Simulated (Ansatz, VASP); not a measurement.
One calculation of Ca3Hg, two programs

Contents of INCAR:

```
PREC = Accurate
ENCUT = 520
EDIFF = 1E-7
ISMEAR = -1
SIGMA = 0.1
LREAL = False
LASPH = True
NELM = 80
ALGO = Normal
ISIF = 2
LWAVE = False
LCHARG = False
NBANDS = 29
```

KPOINTS

```
Automatic mesh
0
Gamma
  5 5 5
```

Contents of POSCAR:

```
Ca3Hg
1.0
    5.1001850000      0.0000000000      0.0000000000
    0.0000000000      5.1001850000      0.0000000000
    0.0000000000      0.0000000000      5.1001850000
Ca Hg
3 1
Direct
    0.5000000000      0.0000000000      0.0000000000
    0.0000000000      0.0000000000      0.5000000000
    0.0000000000      0.5000000000      0.0000000000
    0.5000000000      0.5000000000      0.5000000000
```

Input for Ansatz:

```yaml
crystal:
  lattice:
    - [5.100185, 0.0, 0.0]
    - [0.0, 5.100185, 0.0]
    - [0.0, 0.0, 5.100185]
  atoms:
    - { symbol: Ca, position: [0.5, 0.0, 0.0] }
    - { symbol: Ca, position: [0.0, 0.0, 0.5] }
    - { symbol: Ca, position: [0.0, 0.5, 0.0] }
    - { symbol: Hg, position: [0.5, 0.5, 0.5] }
basis:
  ecutwfc: 500.0
kpoints:
  mp_grid:
    grid: [5, 5, 5]
hamiltonian:
  xc: lda
  pseudopotentials:
    kind: paw
scf:
  occupations:
    method: fermi_dirac
output:
  stress: true
```

Alike in both runs: task single point; functional LDA; k mesh 5 × 5 × 5; no spin polarisation.

|  | VASP | Ansatz |
| --- | --- | --- |
| version | VASP 6.6.1 | Ansatz 0.2.0 |
| potentials or method | VASP PAW LDA potentials, release 64 (Ca_sv, Hg), cutoff 520 eV | plane waves, PAW |
| occupations | fermi-dirac, width 0.1 eV | fermi-dirac |
| valence electrons in the cell | 42 | 50 |

|  | VASP | Ansatz | Ansatz less VASP |
| --- | --- | --- | --- |
| pressure (GPa) | -2.9 | -2.9 | -0.04 |

LDA's correlation is that of Perdew and Zunger in VASP and of Perdew and Wang (1992) in Ansatz. VASP's potentials hold 42 valence electrons a cell and Ansatz's 50, so a difference there can come from the potentials and not from the codes.

Spin-orbit coupling is off throughout.
